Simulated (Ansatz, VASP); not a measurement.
## One calculation of LiCl, two programs

File INCAR:

```
ALGO = Normal ; EDIFF = 1E-7
EDIFFG = -0.01 ; ENCUT = 750
GGA = PE ; GGA_COMPAT = F
IBRION = 2 ; ISIF = 3
ISMEAR = 0 ; LASPH = T
LCHARG = F ; LREAL = F
LWAVE = F ; NELM = 120
NELMIN = 4 ; NSW = 80
PREC = Accurate ; SIGMA = 0.02
```

KPOINTS

```
k-points
0
Gamma
  8 8 8
```

POSCAR

```
LiCl
1.0
    0.0000000000      2.5753855580      2.5753855580
    2.5753855580      0.0000000000      2.5753855580
    2.5753855580      2.5753855580      0.0000000000
Li Cl
1 1
Direct
    0.0000000000      0.0000000000      0.0000000000
    0.5000000000      0.5000000000      0.5000000000
```

Input for Ansatz:

```yaml
crystal:
  lattice:
    - [0.0, 2.575385558, 2.575385558]
    - [2.575385558, 0.0, 2.575385558]
    - [2.575385558, 2.575385558, 0.0]
  atoms:
    - { symbol: Li, position: [0.0, 0.0, 0.0] }
    - { symbol: Cl, position: [0.5, 0.5, 0.5] }
basis:
  ecutwfc: 420
kpoints:
  mp_grid: { grid: [8, 8, 8] }
hamiltonian:
  xc: pbe
scf:
  occupations: { method: gaussian, width: 0.02 }
output:
  forces: true
  stress: true
  eigenvalues: true
relax:
  adjacent_minimum: "off"
  f_tol: 0.01
  max_steps: 60
  cell: { stress_tol: 0.1 }
```

Alike in both runs: task relaxation of cell and atoms; functional PBE; k mesh 8 × 8 × 8; occupations gaussian, width 0.02 eV; no spin polarisation.

|  | VASP | Ansatz |
| --- | --- | --- |
| version | VASP 6.6.1 | Ansatz 0.2.0 |
| potentials or method | VASP PAW PBE potentials, release 64 (Li_sv, Cl), cutoff 750 eV | scalar-relativistic, plane waves, PAW |
| valence electrons in the cell | 10 | 10 |

```tsv
	VASP	Ansatz	Ansatz less VASP
gap on the k mesh at the Fermi level, each at its own relaxed structure (eV)	6.26	6.26	-0.005
relaxed volume (Å³/atom)	17.08	17.08	0.000
relaxed cell length with the largest relative difference (Å)	3.642	3.642	0.0000
```

Noted on VASP's run: the relaxation stopped at its first step, so nothing moved.
